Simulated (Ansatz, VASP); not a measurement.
## C: VASP beside Ansatz

```
C
1.0
     0.00000    1.78337    1.78337
     1.78337    0.00000    1.78337
     1.78337    1.78337    0.00000
C
2
Direct
  0.75000 0.75000 0.75000
  0.50000 0.50000 0.50000
```

Alike in both runs: task single point; functional PBE; k mesh 13 × 13 × 13; occupations gaussian, width 0.017 eV; no spin polarisation.

|  | VASP | Ansatz |
| --- | --- | --- |
| version | VASP 6.6.1 | Ansatz 0.2.0 |
| potentials or method | VASP PAW PBE potentials, release 64 (C), cutoff 520 eV | all-electron LAPW, scalar-relativistic |

Ansatz gave:

```
gap on the k mesh at the Fermi level (eV) : 4.15
least direct gap on the mesh (eV)         : 5.60
pressure (GPa)                            : 1.8
```

Task: Which values does VASP return?

Result: gap on the k mesh at the Fermi level (eV): 4.14; least direct gap on the mesh (eV): 5.59; pressure (GPa): 2.5.

Ansatz ran all-electron here, and VASP with PAW potentials.
